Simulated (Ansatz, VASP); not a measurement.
## SnO2: VASP beside Ansatz

Contents of POSCAR:

```
SnO2
1.0
    5.0101278424      0.0000000000      0.0000000000
    0.0000000000      5.0101278424      0.0000000000
    0.0000000000      0.0000000000      3.2005650988
Sn O
2 4
Direct
    0.0000000000      0.0000000000      0.0000000000
    0.5000000000      0.5000000000      0.5000000000
    0.3058934984      0.3058934984      0.0000000000
    0.1941065016      0.8058934984      0.5000000000
    0.6941065016      0.6941065016      0.0000000000
    0.8058934984      0.1941065016      0.5000000000
```

File INCAR.step1:

```
SYSTEM = SnO2
PREC = Accurate
ENCUT = 520
ISMEAR = 0
SIGMA = 0.05
LREAL = .FALSE.
LASPH = .TRUE.
NELM = 100
NBANDS = 35
GGA = PE
ALGO = Normal
EDIFF = 1E-4
LWAVE = .TRUE.
LCHARG = .FALSE.
```

File INCAR.step2:

```
SYSTEM = SnO2
PREC = Accurate
ENCUT = 520
EDIFF = 1E-6
ISMEAR = 0
SIGMA = 0.05
LREAL = .FALSE.
LASPH = .TRUE.
NELM = 100
ALGO = Normal
ISIF = 2
LWAVE = .FALSE.
LCHARG = .FALSE.
METAGGA = R2SCAN
LMIXTAU = .TRUE.
NBANDS = 35
ISTART = 1
```

KPOINTS

```
regular mesh
0
G
  6 6 8
  0 0 0
```

Input for Ansatz:

```yaml
crystal:
  lattice:
    - [5.0101278446, 0.0, 0.0]
    - [0.0, 5.0101278446, 0.0]
    - [0.0, 0.0, 3.2005650981]
  atoms:
    - { symbol: Sn, position: [0.0, 0.0, 0.0] }
    - { symbol: Sn, position: [0.5, 0.5, 0.5] }
    - { symbol: O, position: [0.3058934983, 0.3058934983, 0.0] }
    - { symbol: O, position: [0.1941065017, 0.8058934983, 0.5] }
    - { symbol: O, position: [0.6941065017, 0.6941065017, 0.0] }
    - { symbol: O, position: [0.8058934983, 0.1941065017, 0.5] }
basis:
  ecutwfc: 500
kpoints:
  mp_grid: { grid: [6, 6, 8] }
hamiltonian:
  xc: r2scan
scf:
  occupations: { method: gaussian, width: 0.05 }
output:
  forces: true
  stress: true
  eigenvalues: true
```

Change from the starting cell: strain +0.0525 x Voigt [1, 1, 0, 0, 0, 0], atoms carried along.

Alike in both runs: task single point; functional r2SCAN; k mesh 6 × 6 × 8; occupations gaussian, width 0.05 eV; no spin polarisation.

```csv
,VASP,Ansatz
version,VASP 6.6.1,Ansatz 0.2.0
potentials or method,"VASP PAW PBE potentials, release 64 (Sn_d, O), cutoff 520 eV","scalar-relativistic, plane waves, PAW"
valence electrons in the cell,52,52
```

```csv
,VASP,Ansatz,Ansatz less VASP
gap on the k mesh at the Fermi level (eV),0.84,0.83,-0.009
least direct gap on the mesh (eV),0.84,0.83,-0.009
pressure (GPa),-14.8,-15.6,-0.75
"traceless stress, the component that is largest in VASP (GPa)",3.46,3.07,-0.390
rms of the force components (eV/Å),0.176,0.196,+0.0201
```

VASP's potentials were made for PBE, not for r2SCAN. Atom by atom the forces differ by 0.020 eV/Å (rms over components). With one functional, cell and mesh, what is left measures potentials, basis and numerics.
